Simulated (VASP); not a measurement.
# KI (Fm-3m) in VASP: notebook

KI is run at these levels: PBE; tasks: single point, relaxation of cell and atoms.

Everything below comes from runs of VASP 6.6.1. Logs are shortened: lines on timing, memory, paths and dates and some standing lists are left out, and cuts for length are marked.

**1. The cell of the first run**

Symmetry: Fm-3m, No. 225, cubic system. The conventional cell has a = 7.085 Å, b = 7.085 Å, c = 7.085 Å, α = 90.00°, β = 90.00°, γ = 90.00°. K (site symmetry m-3m) has 6 I at 3.54 Å within 4.7 Å. I (site symmetry m-3m) has 6 K at 3.54 Å within 4.7 Å.

**2. Single point, PBE**

Input file INCAR:

```
SYSTEM = KI
  ALGO = Normal
  EDIFF = 1E-6
  ENCUT = 500
  GGA = PE
  GGA_COMPAT = .False.
  ISIF = 2
  ISMEAR = 0
  LASPH = .True.
  LCHARG = .False.
  LREAL = .False.
  LWAVE = .False.
  NBANDS = 15
  NELM = 120
  PREC = Accurate
  SIGMA = 0.1
```

Input file KPOINTS:

```
k-points
0
Gamma
  4 4 4
  0 0 0
```

Input file POSCAR:

```
KI
1.0
    0.0000000000      3.5424356500      3.5424356500
    3.5424356500      0.0000000000      3.5424356500
    3.5424356500      3.5424356500      0.0000000000
K I
1 1
Direct
    0.0000000000      0.0000000000      0.0000000000
    0.5000000000      0.5000000000      0.5000000000
```

Potentials or basis: VASP PAW PBE potentials, release 64 (K_sv, I).

The run is started by

```console
> cat potpaw_PBE.64/K_sv/POTCAR potpaw_PBE.64/I/POTCAR > POTCAR
> mpirun -np 1 vasp_std > vasp.out
```

OUTCAR:

```text
SYSTEM = KI
   EDIFF = 1E-6
   ENCUT = 500
   GGA = PE
   ISIF = 2
   ISMEAR = 0
   LASPH = .True.
   LREAL = .False.
   NELM = 120
   PREC = Accurate

 ion  position               nearest neighbor table
   1  0.000  0.000  0.000-   2 3.54   2 3.54   2 3.54   2 3.54   2 3.54   2 3.54
   2  0.500  0.500  0.500-   1 3.54   1 3.54   1 3.54   1 3.54   1 3.54   1 3.54

  LATTYP: Found a face centered cubic cell.
 ALAT       =     7.0848713000

  Lattice vectors:

 A1 = (   0.0000000000,   3.5424356500,   3.5424356500)
 A2 = (   3.5424356500,   0.0000000000,   3.5424356500)
 A3 = (   3.5424356500,   3.5424356500,   0.0000000000)

Analysis of symmetry for initial positions (statically):
=====================================================================
 Subroutine PRICEL returns:
 Original cell was already a primitive cell.

 Routine SETGRP: Setting up the symmetry group for a
 face centered cubic supercell.

 Subroutine GETGRP returns: Found 48 space group operations
 (whereof 48 operations were pure point group operations)
 out of a pool of 48 trial point group operations.

The static configuration has the point symmetry O_h .

Analysis of symmetry for dynamics (positions and initial velocities):
=====================================================================
 Subroutine PRICEL returns:
 Original cell was already a primitive cell.

 Routine SETGRP: Setting up the symmetry group for a
 face centered cubic supercell.

 Subroutine GETGRP returns: Found 48 space group operations
 (whereof 48 operations were pure point group operations)
 out of a pool of 48 trial point group operations.

The dynamic configuration has the point symmetry O_h .

 Subroutine INISYM returns: Found 48 space group operations
 (whereof 48 operations are pure point group operations),
 and found     1 'primitive' translations

----------------------------------------------------------------------------------------

                                     Primitive cell

  volume of cell :      88.9070

  direct lattice vectors                    reciprocal lattice vectors
     0.000000000  3.542435650  3.542435650    -0.141145824  0.141145824  0.141145824
     3.542435650  0.000000000  3.542435650     0.141145824 -0.141145824  0.141145824
     3.542435650  3.542435650  0.000000000     0.141145824  0.141145824 -0.141145824

  length of vectors
     5.009760540  5.009760540  5.009760540     0.244471739  0.244471739  0.244471739

  position of ions in fractional coordinates (direct lattice)
     0.000000000  0.000000000  0.000000000
     0.500000000  0.500000000  0.500000000

  ion indices of the primitive-cell ions
   primitive index   ion index
                 1           1
                 2           2

----------------------------------------------------------------------------------------

 KPOINTS: k-points

Automatic generation of k-mesh.
 Grid dimensions read from file:
 generate k-points for:    4    4    4

 Generating k-lattice:

  Cartesian coordinates                     Fractional coordinates (reciprocal lattice)
    -0.035286456  0.035286456  0.035286456     0.250000000  0.000000000  0.000000000
     0.035286456 -0.035286456  0.035286456     0.000000000  0.250000000  0.000000000
     0.035286456  0.035286456 -0.035286456     0.000000000  0.000000000  0.250000000

  Length of vectors
     0.061117935  0.061117935  0.061117935

  Shift w.r.t. Gamma in fractional coordinates (k-lattice)
     0.000000000  0.000000000  0.000000000

 Subroutine IBZKPT returns following result:
 ===========================================

 Found      8 irreducible k-points:

 Following reciprocal coordinates:
            Coordinates               Weight
  0.000000  0.000000  0.000000      1.000000
  0.250000  0.000000  0.000000      8.000000
  0.500000  0.000000  0.000000      4.000000
  0.250000  0.250000  0.000000      6.000000
  0.500000  0.250000  0.000000     24.000000
 -0.250000  0.250000  0.000000     12.000000
  0.500000  0.500000  0.000000      3.000000
 -0.250000  0.500000  0.250000      6.000000
   k-points           NKPTS =      8   k-points in BZ     NKDIM =      8   number of bands    NBANDS=     15
   number of dos      NEDOS =    301   number of ions     NIONS =      2
   total plane-waves  NPLWV =  64000
   dimension x,y,z NGX =    40 NGY =   40 NGZ =   40
   dimension x,y,z NGXF=    80 NGYF=   80 NGZF=   80
   ions per type =               1   1
   NGX,Y,Z   is equivalent  to a cutoff of  13.27, 13.27, 13.27 a.u.
   NGXF,Y,Z  is equivalent  to a cutoff of  26.55, 26.55, 26.55 a.u.
 SYSTEM =  KI
   PREC   = accura    normal or accurate (medium, high low for compatibility)
   ISTART =      0    job   : 0-new  1-cont  2-samecut
   ICHARG =      2    charge: 1-file 2-atom 10-const
   ISPIN  =      1    spin polarized calculation?
   LNONCOLLINEAR =      F non collinear calculations
   LSORBIT =      F    spin-orbit coupling
   LASPH  =      T    aspherical Exc in radial PAW
   ENCUT  =  500.0 eV  36.75 Ry    6.06 a.u.   9.13  9.13  9.13*2*pi/ulx,y,z
   NELM   =    120;   NELMIN=  2; NELMDL= -5     # of ELM steps
   EDIFF  = 0.1E-05   stopping-criterion for ELM
   LREAL  =      F    real-space projection
   EDIFFG = 0.1E-04   stopping-criterion for IOM
   NSW    =      0    number of steps for IOM
   IBRION =     -1    ionic relax: 0-MD 1-quasi-New 2-CG
   NFREE  =      0    steps in history (QN), initial steepest desc. (CG)
   ISIF   =      2    stress and relaxation
   ISYM   =      2    0-nonsym 1-usesym 2-fastsym
   POTIM  = 0.5000    time-step for ionic-motion
   TEBEG  =    0.0;   TEEND  =   0.0 temperature during run
   PSTRESS=    0.0 pullay stress
   NELECT =      16.0000    total number of electrons
   NUPDOWN=      -1.0000    fix difference up-down
   EMIN   =  10.00;   EMAX   =-10.00  energy-range for DOS
   EFERMI =   0.00;   METHOD = LEGACY
   ISMEAR =     0;   SIGMA  =   0.10  broadening in eV -4-tet -1-fermi 0-gaus
   EFERMI_NEDOS =   21; number of points for ismear=-14 and -15
   IALGO  =     38    algorithm
   IMIX   =      4    mixing-type and parameters
     AMIX     =   0.40;   BMIX     =  1.00
     AMIX_MAG =   1.60;   BMIX_MAG =  1.00
  volume/ion in A,a.u.               =      44.45       299.99
  Fermi-wavevector in a.u.,A,eV,Ry     =   0.924279  1.746633 11.623332  0.854291
  Thomas-Fermi vector in A             =   2.050007
   LORBIT       =      0    0 simple, 1 ext, 2 COOP (PROOUT), +10 PAW based schemes
   GGA     = PE    functional components
   LHFCALC =     F    Hartree Fock is set to
   AEXX    =    0.0000 exact exchange contribution
   IVDW    =     0    specifies the selected vdW correction
   LEPSILON=     F    determine dielectric tensor
   LRPA    =     F    only Hartree local field effects (RPA)
 non-spin polarized calculation
 Gauss-broadening in eV      SIGMA  =   0.10
  energy-cutoff  :      500.00
  volume of cell :       88.91
 maximum number of plane-waves:      2276
 NGX is ok and might be reduce to    40
   NGX = 19   NGY = 19   NGZ = 19

 number of electron      15.9999999 magnetization

 Free energy of the ion-electron system (eV)
  ---------------------------------------------------
  ext. energy  EPLUGINS =         0.00000000
  ---------------------------------------------------
  free energy    TOTEN  =        -5.55805719 eV

  energy without entropy =       -5.55805719  energy(sigma->0) =       -5.55805719

 E-fermi :   0.0892     XC(G=0):  -7.1454

 val. band max:       -0.4571429073   @ k =   0.0000   0.0000   0.0000
 cond. band min:       3.4861986660   @ k =   0.0000   0.0000   0.0000
 fundamental gap:      3.9433415734
 Fermi energy:         0.0892412581

 k-point     1 :       0.0000    0.0000    0.0000
  band No.  band energies     occupation
      1     -28.9751      2.00000
      2     -12.4614      2.00000
      3     -12.4614      2.00000
      4     -12.4614      2.00000
      5     -10.9468      2.00000
      6      -0.4571      2.00000
      7      -0.4571      2.00000
      8      -0.4571      2.00000
      9       3.4862      0.00000
     10       6.0424      0.00000
     11       6.0424      0.00000
     12       6.0424      0.00000
     13       6.7538      0.00000
     14       6.7538      0.00000
     15       9.3212      0.00000

 k-point     2 :       0.2500    0.0000    0.0000
  band No.  band energies     occupation
      1     -28.9741      2.00000
      2     -12.5357      2.00000
      3     -12.4626      2.00000
      4     -12.4626      2.00000
      5     -10.8100      2.00000
      6      -1.2058      2.00000
      7      -0.6296      2.00000
      8      -0.6296      2.00000
      9       4.5791      0.00000
     10       6.1068      0.00000
     11       6.6463      0.00000
     12       6.6463      0.00000
     13       7.4425      0.00000
     14       7.4425      0.00000
     15       9.8059      0.00000

 k-point     3 :       0.5000    0.0000    0.0000
  band No.  band energies     occupation
      1     -28.9731      2.00000
      2     -12.6006      2.00000
      3     -12.4638      2.00000
      4     -12.4638      2.00000
      5     -10.6801      2.00000
      6      -1.7582      2.00000
      7      -0.7863      2.00000
      8      -0.7863      2.00000
      9       5.0568      0.00000
     10       7.2287      0.00000
     11       7.6697      0.00000
     12       7.6697      0.00000
     13       8.2323      0.00000
     14       8.2323      0.00000
     15       8.8175      0.00000
[... 55 lines left out ...]
 k-point     7 :       0.5000    0.5000    0.0000
  band No.  band energies     occupation
      1     -28.9725      2.00000
      2     -12.5050      2.00000
      3     -12.4791      2.00000
      4     -12.4791      2.00000
      5     -10.8067      2.00000
      6      -1.4418      2.00000
      7      -0.8190      2.00000
      8      -0.8190      2.00000
      9       4.4903      0.00000
     10       5.2892      0.00000
     11       7.6295      0.00000
     12       8.2299      0.00000
     13       8.3091      0.00000
     14       9.1371      0.00000
     15       9.1371      0.00000

 k-point     8 :      -0.2500    0.5000    0.2500
  band No.  band energies     occupation
      1     -28.9725      2.00000
      2     -12.5092      2.00000
      3     -12.4920      2.00000
      4     -12.4920      2.00000
      5     -10.7512      2.00000
      6      -1.1747      2.00000
      7      -1.1747      2.00000
      8      -1.0466      2.00000
      9       6.0029      0.00000
     10       6.0029      0.00000
     11       6.1554      0.00000
     12       7.7022      0.00000
     13       8.3447      0.00000
     14       9.1685      0.00000
     15       9.5268      0.00000

------------------------ aborting loop because EDIFF is reached ----------------------------------------

  FORCE on cell =-STRESS in cart. coord.  units (eV):
  Direction    XX          YY          ZZ          XY          YZ          ZX
  --------------------------------------------------------------------------------------
  -------------------------------------------------------------------------------------
  Total        0.2896699      0.2896699      0.2896699     -0.0000000      0.0000000     -0.0000000
  in kB        5.2200911      5.2200911      5.2200911     -0.0000000      0.0000000     -0.0000000
  external PRESSURE =       5.2200911 kB  Pullay stress =       0.0000000 kB

 VOLUME and BASIS-vectors are now :
 -----------------------------------------------------------------------------
  energy-cutoff  :      500.00
  volume of cell :       88.91
      direct lattice vectors                 reciprocal lattice vectors
     0.000000000  3.542435650  3.542435650    -0.141145824  0.141145824  0.141145824
     3.542435650  0.000000000  3.542435650     0.141145824 -0.141145824  0.141145824
     3.542435650  3.542435650  0.000000000     0.141145824  0.141145824 -0.141145824

 POSITION                                       TOTAL-FORCE (eV/Angst)
 -----------------------------------------------------------------------------------
      0.00000      0.00000      0.00000         0.000000      0.000000      0.000000
      3.54244      3.54244      3.54244        -0.000000     -0.000000      0.000000
 -----------------------------------------------------------------------------------
    total drift:                                0.000000     -0.000000     -0.000000

  FREE ENERGIE OF THE ION-ELECTRON SYSTEM (eV)
  ---------------------------------------------------
  free  energy   TOTEN  =        -5.5580571933 eV

  energy  without entropy=       -5.5580571933  energy(sigma->0) =       -5.55805719
```

Wall time 26 s (1 thread of Intel Xeon 8259CL, shared host); peak memory 0.23 GiB.

Results:

- Free energy: -5.5581 eV
- Pressure: 0.5 GPa
- Band gap on the k mesh: 3.94 eV

Caveat: spin-orbit coupling is left out, which moves the levels of the heavy elements.

**3. Single point, PBE**

This run uses another cell than the first one, of 46.23 Å³/atom.

Input file INCAR:

```
SYSTEM = KI
  PREC = Accurate
  ENCUT = 500
  EDIFF = 1E-6
  ISMEAR = 0
  SIGMA = 0.02
  LREAL = .FALSE.
  LASPH = .TRUE.
  NELM = 120
  ALGO = Normal
  ISIF = 2
  LWAVE = .FALSE.
  LCHARG = .FALSE.
  GGA = PE
  NBANDS = 15
  GGA_COMPAT = .FALSE.
```

Input file KPOINTS:

```
regular mesh
0
G
  6 6 6
  0 0 0
```

Input file POSCAR:

```
KI
1.0
    0.0000000000      3.5890742581      3.5890742581
    3.5890742581      0.0000000000      3.5890742581
    3.5890742581      3.5890742581      0.0000000000
K I
1 1
Direct
    0.0000000000      0.0000000000      0.0000000000
    0.5000000000      0.5000000000      0.5000000000
```

Potentials or basis: VASP PAW PBE potentials, release 64 (K_sv, I).

The run is started by

```console
> cat potpaw_PBE.64/K_sv/POTCAR potpaw_PBE.64/I/POTCAR > POTCAR
> mpirun -np 1 vasp_std > vasp.out
```

Run time: 38 s. Hardware: 1 thread of Intel Xeon 8259CL, shared host; peak memory 0.24 GiB.

Results (log left out):

| Quantity | Value |
| --- | --- |
| Free energy | -5.5650 eV |
| Pressure | 0.0 GPa |
| Band gap on the k mesh | 3.86 eV |

Levels at points of the mesh, in eV from the valence-band top:
```
           k point  band 5  band 6  band 7  band 8  band 9  band 10  band 11  band 12
(0.00, 0.00, 0.00)  -10.43    0.00    0.00    0.00    3.86     6.51     6.51     6.51
(0.50, 0.00, 0.00)  -10.21   -1.21   -0.30   -0.30    5.47     7.56     8.05     8.05
(0.50, 0.50, 0.00)  -10.31   -0.93   -0.34   -0.34    5.01     5.66     8.04     8.56
```

Caveat: spin-orbit coupling is left out, which moves the levels of the heavy elements.

**4. Relaxation of cell and atoms, PBE**

Input file INCAR:

```
SYSTEM = KI
  PREC = Accurate
  ENCUT = 500
  EDIFF = 1E-7
  ISMEAR = 0
  SIGMA = 0.02
  LREAL = .False.
  LASPH = .True.
  NELM = 120
  ALGO = Normal
  ISIF = 3
  LWAVE = .False.
  LCHARG = .False.
  GGA = PE
  IBRION = 2
  NSW = 100
  EDIFFG = -0.01
  GGA_COMPAT = .False.
  NELMIN = 4
```

Input file KPOINTS:

```
regular mesh
0
Gamma
  6 6 6
  0 0 0
```

Input file POSCAR:

```
KI
1.0
    0.0000000000      3.5424356500      3.5424356500
    3.5424356500      0.0000000000      3.5424356500
    3.5424356500      3.5424356500      0.0000000000
K I
1 1
Direct
    0.0000000000      0.0000000000      0.0000000000
    0.5000000000      0.5000000000      0.5000000000
```

The run is started by

```console
> cat potpaw_PBE.64/K_sv/POTCAR potpaw_PBE.64/I/POTCAR > POTCAR
> mpirun -np 1 vasp_std > vasp.out
```

It took 2.1 min on 1 thread of Intel Xeon 8259CL, shared host; peak memory 0.25 GiB.

Results (log left out):

- Free energy: -5.5648 eV
- Relaxed volume: 46.41 Å³/atom
- Relaxed cell: a = 5.082 Å, b = 5.082 Å, c = 5.082 Å, α = 60.00°, β = 60.00°, γ = 60.00°
- Space group after relaxing (to 0.1 Å): Fm-3m (No. 225)
- Energy gained by relaxing: 2.9 meV/atom
- Ionic steps: 4
- Pressure after relaxing: 0.0 GPa
- Band gap on the k mesh: 3.85 eV

Step by step:
| step | energy change (eV) | largest force (eV/Å) | pressure (GPa) | volume (Å³) |
| --- | --- | --- | --- | --- |
| 1 | 0.0000 | 0.0000 | 0.50 | 88.91 |
| 2 | -0.0042 | 0.0000 | 0.26 | 90.72 |
| 3 | -0.0058 | 0.0000 | -0.04 | 93.15 |
| 4 | -0.0059 | 0.0000 | 0.00 | 92.82 |

Final structure:
```
CELL_PARAMETERS angstrom
0.00000 3.59371 3.59371
3.59371 0.00000 3.59371
3.59371 3.59371 0.00000
ATOMIC_POSITIONS crystal
K 0.00000 0.00000 0.00000
I 0.50000 0.50000 0.50000
```

Levels at points of the mesh, in eV from the valence-band top:
```csv
k point,band 5,band 6,band 7,band 8,band 9,band 10,band 11,band 12
"(0.00, 0.00, 0.00)",-10.43,0.00,0.00,0.00,3.85,6.51,6.51,6.51
"(0.50, 0.00, 0.00)",-10.21,-1.21,-0.30,-0.30,5.47,7.55,8.04,8.04
"(0.50, 0.50, 0.00)",-10.31,-0.92,-0.34,-0.34,5.01,5.65,8.04,8.55
```

Caveat: spin-orbit coupling is left out, which moves the levels of the heavy elements.

**5. The runs side by side**

```tsv
task	cell	k mesh	smearing	gap on the mesh (eV)	pressure (GPa)
single point	a = 5.010 Å, angles 60.0°, 2 atoms	4 × 4 × 4	gaussian 0.1 eV	3.94	0.5
single point	a = 5.076 Å, angles 60.0°, 2 atoms	6 × 6 × 6	gaussian 0.02 eV	3.86	0.0
relaxation of cell and atoms	relaxed from a = 5.010 Å, angles 60.0°, 2 atoms	6 × 6 × 6	gaussian 0.02 eV	3.85	0.0
```

Alike in all rows: level PBE; potentials or basis VASP PAW PBE potentials, release 64 (K_sv, I); no spin polarisation; cutoff (eV) 500.

Caveats: spin-orbit coupling is left out, which moves the levels of the heavy elements.

Absolute energies hang on the potentials; compare differences alone.
